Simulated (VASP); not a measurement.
Write the native input for VASP 6.6.1 that does the following.

| Property | Result |
| --- | --- |
| Task | single point |
| Functional | PBE |
| Potentials or basis | VASP PAW PBE potentials, release 64 (Cd, Hg, O) |
| Cutoff | 600 eV |
| k mesh | 6 × 6 × 2 |
| Occupations | gaussian, width 0.1 eV |
| Spin | no spin polarisation |
| Dipole correction | no |
| Further INCAR settings | ALGO = Normal; EDIFF = 1e-06; NBANDS = 56 |

The structure of Cd3Hg2O5 lies in POSCAR:

```
Cd3Hg2O5
1.0
    3.2868739800     -1.7990551100      0.0000000000
    3.2868739800      1.7990551100      0.0000000000
   -2.1090490300      0.0000000000     14.4914330400
Cd Hg O
3 2 5
Direct
    0.8000000000      0.0000000000      0.6000000000
    0.0000000000      0.2000000000      0.4000000000
    0.4000000000      0.6000000000      0.0000000000
    0.2000000000      0.4000000000      0.2000000000
    0.6000000000      0.8000000000      0.8000000000
    0.2299999900      0.7700000100      0.5000000000
    0.4299999900      0.9700000100      0.3000000000
    0.6299999900      0.1700000100      0.1000000000
    0.8299999900      0.3700000100      0.9000000000
    0.0299999900      0.5700000100      0.7000000000
```

The input as run:

INCAR

```
  PREC = Accurate
  ENCUT = 600
  EDIFF = 1E-6
  ISMEAR = 0
  SIGMA = 0.1
  LREAL = F
  LASPH = T
  NELM = 120
  ALGO = Normal
  ISIF = 2
  LWAVE = F
  LCHARG = F
  GGA = PE
  NBANDS = 56
  GGA_COMPAT = F
```

KPOINTS

```
Automatic mesh
0
Gamma
  6 6 2
```

Potentials or basis: VASP PAW PBE potentials, release 64 (Cd, Hg, O).

Run with:

```console
$ cat potpaw_PBE.64/Cd/POTCAR potpaw_PBE.64/Hg/POTCAR potpaw_PBE.64/O/POTCAR > POTCAR
$ mpirun -np 1 vasp_std > vasp.out
```

It gave:

```
Pressure               : 3.8 GPa
Largest force          : 1.648 eV/Å
Band gap on the k mesh : zero (bands 45 and 46 overlap by 0.47 eV)
```

Caveat: the stress differs along the axes, from -1 to 12 GPa; semilocal functionals underestimate gaps, and a narrow one can read as zero; spin-orbit coupling is left out, which moves the levels of the heavy elements; forces of over 1 eV/Å act on the atoms, so gaps and moduli don't describe the material at rest.

Wall time 8.1 min on 1 thread of Oxide Virtual Turin-like Processor (shared host), peak memory 0.43 GiB.
